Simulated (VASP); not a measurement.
# BaTiO3 (P4mm) in VASP: single point with r2SCAN+rVV10

Aim: the single point of BaTiO3 with r2SCAN+rVV10.

Everything below comes from runs of VASP 6.6.1. Logs are shortened: lines on timing, memory, paths and dates and some standing lists are left out, and cuts for length are marked.

### Step 1. The cell of the first run

It takes space group P4mm (No. 99, tetragonal). The conventional cell has a = 3.967 Å, b = 3.967 Å, c = 4.065 Å, α = 90.00°, β = 90.00°, γ = 90.00°. Ba (site symmetry 4mm) has 12 O at 2.79 to 2.89 Å and 8 Ti at 3.42 to 3.50 Å within 3.7 Å. Ti (site symmetry 4mm) has 6 O at 1.84 to 2.23 Å within 2.4 Å. Within 2.6 Å of O (site symmetry 2mm) lie 2 Ti at 1.99 Å. O (site symmetry 4mm) has 2 Ti at 1.84 to 2.23 Å within 2.4 Å.

### Step 2. Single point, r2SCAN+rVV10

File POSCAR:

```
BaTiO3
1.0
    3.9674365880      0.0000000000      0.0000000000
    0.0000000000      3.9674365880      0.0000000000
    0.0000000000      0.0000000000      4.0646530367
Ba Ti O
1 1 3
Direct
    0.5000000000      0.5000000000      0.5821267447
    0.0000000000      0.0000000000      0.0989770458
    0.0000000000      0.5000000000      0.0640321644
    0.5000000000      0.0000000000      0.0640321644
    0.0000000000      0.0000000000      0.5508288707
```

File INCAR.step1:

```
ALGO = Normal ; EDIFF = 1E-4
ENCUT = 520 ; GGA = PE
ISMEAR = -1 ; LASPH = T
LCHARG = F ; LREAL = F
LWAVE = T ; NBANDS = 28
NELM = 60 ; PREC = Accurate
SIGMA = 0.03
```

File INCAR.step2:

```
ALGO = Normal ; BPARAM = 11.95
CPARAM = 0.0093 ; EDIFF = 1E-6
ENCUT = 520 ; ISIF = 2
ISMEAR = -1 ; ISTART = 1
IVDW_NL = 2 ; LASPH = T
LCHARG = F ; LMIXTAU = T
LREAL = F ; LUSE_VDW = T
LWAVE = F ; METAGGA = R2SCAN
NBANDS = 28 ; NELM = 60
PREC = Accurate ; SIGMA = 0.03
```

File KPOINTS:

```
k-points
0
Gamma
  8 8 8
```

Potentials or basis: VASP PAW PBE potentials, release 64 (Ba_sv, Ti_sv, O).

Command:

```console
> cat potpaw_PBE.64/Ba_sv/POTCAR potpaw_PBE.64/Ti_sv/POTCAR potpaw_PBE.64/O/POTCAR > POTCAR
> cp INCAR.step1 INCAR
> mpirun -np 1 vasp_std > vasp.out
> cp INCAR.step2 INCAR
> mpirun -np 1 vasp_std > vasp.out
```

OUTCAR:

```text
BPARAM = 11.95
   EDIFF = 1E-6
   ENCUT = 520
   ISIF = 2
   ISMEAR = -1
   ISTART = 1
   IVDW_NL = 2
   LASPH = T
   LREAL = F
   METAGGA = R2SCAN
   NELM = 60
   PREC = Accurate

 ion  position               nearest neighbor table
   1  0.500  0.500  0.582-   3 2.79   4 2.79   4 2.79   3 2.79   5 2.81   5 2.81   5 2.81   5 2.81
                             3 2.89   4 2.89   3 2.89   4 2.89   2 3.42   2 3.42   2 3.42   2 3.42
   2  0.000  0.000  0.099-   5 1.84   4 1.99   3 1.99   3 1.99   4 1.99   5 2.23   1 3.42   1 3.42
                             1 3.42   1 3.42   1 3.50   1 3.50   1 3.50   1 3.50
   3  0.000  0.500  0.064-   2 1.99   2 1.99   1 2.79   1 2.79   1 2.89   1 2.89
   4  0.500  0.000  0.064-   2 1.99   2 1.99   1 2.79   1 2.79   1 2.89   1 2.89
   5  0.000  0.000  0.551-   2 1.84   2 2.23   1 2.81   1 2.81   1 2.81   1 2.81

  LATTYP: Found a simple tetragonal cell.
 ALAT       =     3.9674365880
 C/A-ratio  =     1.0245035923

  Lattice vectors:

 A1 = (   3.9674365880,   0.0000000000,   0.0000000000)
 A2 = (   0.0000000000,   3.9674365880,   0.0000000000)
 A3 = (   0.0000000000,   0.0000000000,   4.0646530367)

Analysis of symmetry for initial positions (statically):
=====================================================================
 Subroutine PRICEL returns:
 Original cell was already a primitive cell.

 Routine SETGRP: Setting up the symmetry group for a
 simple tetragonal supercell.

 Subroutine GETGRP returns: Found  8 space group operations
 (whereof  8 operations were pure point group operations)
 out of a pool of 16 trial point group operations.

The static configuration has the point symmetry C_4v.

Analysis of symmetry for dynamics (positions and initial velocities):
=====================================================================
 Subroutine PRICEL returns:
 Original cell was already a primitive cell.

 Routine SETGRP: Setting up the symmetry group for a
 simple tetragonal supercell.

 Subroutine GETGRP returns: Found  8 space group operations
 (whereof  8 operations were pure point group operations)
 out of a pool of 16 trial point group operations.

The dynamic configuration has the point symmetry C_4v.

 Subroutine INISYM returns: Found  8 space group operations
 (whereof  8 operations are pure point group operations),
 and found     1 'primitive' translations

----------------------------------------------------------------------------------------

                                     Primitive cell

  volume of cell :      63.9799

  direct lattice vectors                    reciprocal lattice vectors
     3.967436588  0.000000000  0.000000000     0.252051918  0.000000000  0.000000000
     0.000000000  3.967436588  0.000000000     0.000000000  0.252051918  0.000000000
     0.000000000  0.000000000  4.064653037     0.000000000  0.000000000  0.246023459

  length of vectors
     3.967436588  3.967436588  4.064653037     0.252051918  0.252051918  0.246023459

  position of ions in fractional coordinates (direct lattice)
     0.500000000  0.500000000  0.582126745
     0.000000000  0.000000000  0.098977046
     0.000000000  0.500000000  0.064032164
     0.500000000  0.000000000  0.064032164
     0.000000000  0.000000000  0.550828871

  ion indices of the primitive-cell ions
   primitive index   ion index
                 1           1
                 2           2
                 3           3
                 4           4
                 5           5

----------------------------------------------------------------------------------------

 KPOINTS: k-points

Automatic generation of k-mesh.
 Grid dimensions read from file:
 generate k-points for:    8    8    8

 Generating k-lattice:

  Cartesian coordinates                     Fractional coordinates (reciprocal lattice)
     0.031506490  0.000000000  0.000000000     0.125000000  0.000000000  0.000000000
     0.000000000  0.031506490  0.000000000     0.000000000  0.125000000  0.000000000
     0.000000000  0.000000000  0.030752932     0.000000000  0.000000000  0.125000000

  Length of vectors
     0.031506490  0.031506490  0.030752932

  Shift w.r.t. Gamma in fractional coordinates (k-lattice)
     0.000000000  0.000000000  0.000000000

 Subroutine IBZKPT returns following result:
 ===========================================

 Found     75 irreducible k-points:

 Following reciprocal coordinates:
            Coordinates               Weight
  0.000000  0.000000  0.000000      1.000000
  0.125000  0.000000  0.000000      4.000000
  0.250000  0.000000  0.000000      4.000000
  0.375000  0.000000  0.000000      4.000000
  0.500000  0.000000  0.000000      2.000000
  0.125000  0.125000  0.000000      4.000000
[... 16 lines left out ...]
  0.375000  0.125000  0.125000     16.000000
  0.500000  0.125000  0.125000      8.000000
 [... further k-points ...]
   k-points           NKPTS =     75   k-points in BZ     NKDIM =     75   number of bands    NBANDS=     28
   number of dos      NEDOS =    301   number of ions     NIONS =      5
   total plane-waves  NPLWV =  27000
   dimension x,y,z NGX =    30 NGY =   30 NGZ =   30
   dimension x,y,z NGXF=    60 NGYF=   60 NGZF=   60
   ions per type =               1   1   3
   NGX,Y,Z   is equivalent  to a cutoff of  12.57, 12.57, 12.27 a.u.
   NGXF,Y,Z  is equivalent  to a cutoff of  25.14, 25.14, 24.54 a.u.
 SYSTEM =  unknown system
   PREC   = accura    normal or accurate (medium, high low for compatibility)
   ISTART =      1    job   : 0-new  1-cont  2-samecut
   ICHARG =      0    charge: 1-file 2-atom 10-const
   ISPIN  =      1    spin polarized calculation?
   LNONCOLLINEAR =      F non collinear calculations
   LSORBIT =      F    spin-orbit coupling
   LASPH  =      T    aspherical Exc in radial PAW
   ENCUT  =  520.0 eV  38.22 Ry    6.18 a.u.   7.38  7.38  7.56*2*pi/ulx,y,z
   NELM   =     60;   NELMIN=  2; NELMDL=  0     # of ELM steps
   EDIFF  = 0.1E-05   stopping-criterion for ELM
   LREAL  =      F    real-space projection
   EDIFFG = 0.1E-04   stopping-criterion for IOM
   NSW    =      0    number of steps for IOM
   IBRION =     -1    ionic relax: 0-MD 1-quasi-New 2-CG
   NFREE  =      0    steps in history (QN), initial steepest desc. (CG)
   ISIF   =      2    stress and relaxation
   ISYM   =      2    0-nonsym 1-usesym 2-fastsym
   POTIM  = 0.5000    time-step for ionic-motion
   TEBEG  =    0.0;   TEEND  =   0.0 temperature during run
   PSTRESS=    0.0 pullay stress
   NELECT =      40.0000    total number of electrons
   NUPDOWN=      -1.0000    fix difference up-down
   EMIN   =  10.00;   EMAX   =-10.00  energy-range for DOS
   EFERMI =   0.00;   METHOD = LEGACY
   ISMEAR =    -1;   SIGMA  =   0.03  broadening in eV -4-tet -1-fermi 0-gaus
   EFERMI_NEDOS =   21; number of points for ismear=-14 and -15
   IALGO  =     38    algorithm
   IMIX   =      4    mixing-type and parameters
     AMIX     =   0.40;   BMIX     =  1.00
     AMIX_MAG =   1.60;   BMIX_MAG =  1.00
  volume/ion in A,a.u.               =      12.80        86.35
  Fermi-wavevector in a.u.,A,eV,Ry     =   1.399846  2.645326 26.661562  1.959570
  Thomas-Fermi vector in A             =   2.522865
   LORBIT       =      0    0 simple, 1 ext, 2 COOP (PROOUT), +10 PAW based schemes
   METAGGA = R2SCAN    functional components
   LHFCALC =     F    Hartree Fock is set to
   AEXX    =    0.0000 exact exchange contribution
   IVDW_NL    =     2    kernel type
   BPARAM     =11.9500
   IVDW    =     0    specifies the selected vdW correction
   LEPSILON=     F    determine dielectric tensor
   LRPA    =     F    only Hartree local field effects (RPA)
 non-spin polarized calculation
  energy-cutoff  :      520.00
  volume of cell :       63.98
 maximum number of plane-waves:      1767
 NGX is ok and might be reduce to    30
   NGX = 15   NGY = 15   NGZ = 15

 number of electron      39.9999985 magnetization

 Free energy of the ion-electron system (eV)
  ---------------------------------------------------
  ext. energy  EPLUGINS =         0.00000000
  ---------------------------------------------------
  free energy    TOTEN  =       -73.33979534 eV

  energy without entropy =      -73.33979534  energy(sigma->0) =      -73.33979534

 E-fermi :   4.3929     XC(G=0): -11.9693

 val. band max:        3.6529162656   @ k =   0.5000   0.5000   0.5000
 cond. band min:       5.8645462896   @ k =   0.0000   0.0000   0.0000
 fundamental gap:      2.2116300240
 Fermi energy:         4.3928669664

 k-point     1 :       0.0000    0.0000    0.0000
  band No.  band energies     occupation
      1     -55.0998      2.00000
      2     -30.3494      2.00000
      3     -30.2644      2.00000
      4     -30.2644      2.00000
      5     -21.9405      2.00000
      6     -14.3286      2.00000
[... 20 lines left out ...]
     27       9.2216      0.00000
     28      11.7496      0.00000

 k-point     2 :       0.1250    0.0000    0.0000
  band No.  band energies     occupation
      1     -55.0996      2.00000
      2     -30.3491      2.00000
      3     -30.2740      2.00000
      4     -30.2640      2.00000
      5     -21.9206      2.00000
      6     -14.3387      2.00000
[... 20 lines left out ...]
     27       9.5314      0.00000
     28      12.1307      0.00000

 k-point     3 :       0.2500    0.0000    0.0000
  band No.  band energies     occupation
      1     -55.0991      2.00000
      2     -30.3482      2.00000
      3     -30.2972      2.00000
      4     -30.2632      2.00000
      5     -21.8716      2.00000
      6     -14.4121      2.00000
[... 20 lines left out ...]
     27      10.3187      0.00000
     28      12.5492      0.00000

 k-point     4 :       0.3750    0.0000    0.0000
  band No.  band energies     occupation
      1     -55.0986      2.00000
      2     -30.3473      2.00000
      3     -30.3202      2.00000
      4     -30.2624      2.00000
      5     -21.8215      2.00000
      6     -14.5251      2.00000
[... 20 lines left out ...]
     27      11.3009      0.00000
     28      12.4430      0.00000

 k-point     5 :       0.5000    0.0000    0.0000
  band No.  band energies     occupation
      1     -55.0984      2.00000
      2     -30.3470      2.00000
      3     -30.3297      2.00000
      4     -30.2621      2.00000
      5     -21.8004      2.00000
      6     -14.5777      2.00000
[... 20 lines left out ...]
     27      11.8113      0.00000
     28      12.3996      0.00000

 k-point     6 :       0.1250    0.1250    0.0000
  band No.  band energies     occupation
      1     -55.0994      2.00000
      2     -30.3487      2.00000
      3     -30.2739      2.00000
      4     -30.2734      2.00000
      5     -21.9016      2.00000
      6     -14.3354      2.00000
[... 463 lines left out ...]
      5     -21.8865      2.00000
      6     -14.3154      2.00000
[... 20 lines left out ...]
     27      10.0570      0.00000
     28      12.3248      0.00000

 k-point    22 :       0.2500    0.1250    0.1250
  band No.  band energies     occupation
      1     -55.0988      2.00000
      2     -30.3551      2.00000
      3     -30.2964      2.00000
      4     -30.2725      2.00000
      5     -21.8422      2.00000
      6     -14.3314      2.00000
[... 20 lines left out ...]
     27      10.7501      0.00000
     28      12.5966      0.00000

 k-point    23 :       0.3750    0.1250    0.1250
  band No.  band energies     occupation
      1     -55.0983      2.00000
      2     -30.3541      2.00000
      3     -30.3193      2.00000
      4     -30.2716      2.00000
      5     -21.7969      2.00000
      6     -14.4004      2.00000
[... 20 lines left out ...]
     27      11.7023      0.00000
     28      12.8582      0.00000

 k-point    24 :       0.5000    0.1250    0.1250
  band No.  band energies     occupation
      1     -55.0981      2.00000
      2     -30.3537      2.00000
      3     -30.3287      2.00000
      4     -30.2713      2.00000
      5     -21.7779      2.00000
      6     -14.4383      2.00000
[... 20 lines left out ...]
     27      12.1324      0.00000
     28      12.9922      0.00000

 [... further k-points ...]

------------------------ aborting loop because EDIFF is reached ----------------------------------------

  FORCE on cell =-STRESS in cart. coord.  units (eV):
  Direction    XX          YY          ZZ          XY          YZ          ZX
  --------------------------------------------------------------------------------------
  -------------------------------------------------------------------------------------
  Total        0.8742955      0.8742955      0.9417564      0.0000000      0.0000000      0.0000000
  in kB       21.8940129     21.8940129     23.5833607      0.0000000      0.0000000      0.0000000
  external PRESSURE =      22.4571288 kB  Pullay stress =       0.0000000 kB

 VOLUME and BASIS-vectors are now :
 -----------------------------------------------------------------------------
  energy-cutoff  :      520.00
  volume of cell :       63.98
      direct lattice vectors                 reciprocal lattice vectors
     3.967436588  0.000000000  0.000000000     0.252051918  0.000000000  0.000000000
     0.000000000  3.967436588  0.000000000     0.000000000  0.252051918  0.000000000
     0.000000000  0.000000000  4.064653037     0.000000000  0.000000000  0.246023459

 POSITION                                       TOTAL-FORCE (eV/Angst)
 -----------------------------------------------------------------------------------
      1.98372      1.98372      2.36614         0.000000      0.000000     -0.023067
      0.00000      0.00000      0.40231         0.000000     -0.000000     -0.154225
      0.00000      1.98372      0.26027         0.000000      0.000000      0.016038
      1.98372      0.00000      0.26027         0.000000     -0.000000      0.016038
      0.00000      0.00000      2.23893        -0.000000     -0.000000      0.145215
 -----------------------------------------------------------------------------------
    total drift:                                0.000000      0.000000     -0.011380

  FREE ENERGIE OF THE ION-ELECTRON SYSTEM (eV)
  ---------------------------------------------------
  free  energy   TOTEN  =       -73.3397953402 eV

  energy  without entropy=      -73.3397953402  energy(sigma->0) =      -73.33979534
```

It took 7.6 min on 1 thread of Intel Xeon Platinum 8375C at 2.90GHz (Ice Lake), shared host; peak memory 0.37 GiB.

What came out:

```
Free energy            : -73.3398 eV
Pressure               : 2.2 GPa
Largest force          : 0.154 eV/Å
Band gap on the k mesh : 2.21 eV (least direct gap 2.65 eV)
```

Forces in eV/Å, atoms in the order of the input:
```
Ba   0.000  0.000 -0.023
Ti   0.000  0.000 -0.154
O    0.000  0.000  0.016
O    0.000  0.000  0.016
O    0.000  0.000  0.145
```

Stress tensor (GPa, compression positive):
```
2.19 0.00 0.00
0.00 2.19 0.00
0.00 0.00 2.36
```

Levels at points of the mesh, in eV from the valence-band top:
```tsv
k point	band 17	band 18	band 19	band 20	band 21	band 22	band 23	band 24
(0.00, 0.00, 0.00)	-1.29	-0.57	-0.43	-0.43	2.21	2.59	2.59	4.41
(0.50, 0.00, 0.00)	-1.93	-1.74	-1.26	-1.10	2.71	3.95	4.01	4.48
(0.50, 0.50, 0.00)	-1.95	-1.08	-1.08	-0.08	4.04	4.04	4.43	4.95
(0.00, 0.00, 0.50)	-2.05	-2.04	-0.76	-0.76	2.36	3.96	3.96	4.41
(0.50, 0.00, 0.50)	-1.84	-1.04	-0.99	-0.34	3.97	3.98	4.33	5.31
(0.50, 0.50, 0.50)	-2.55	-0.25	-0.25	0.00	4.59	4.59	4.65	7.00
```

Caveat: the PAW data sets were made with another functional, which shifts forces and pressure a little; spin-orbit coupling is left out, which moves the levels of the heavy elements. A k mesh can miss the band edges.
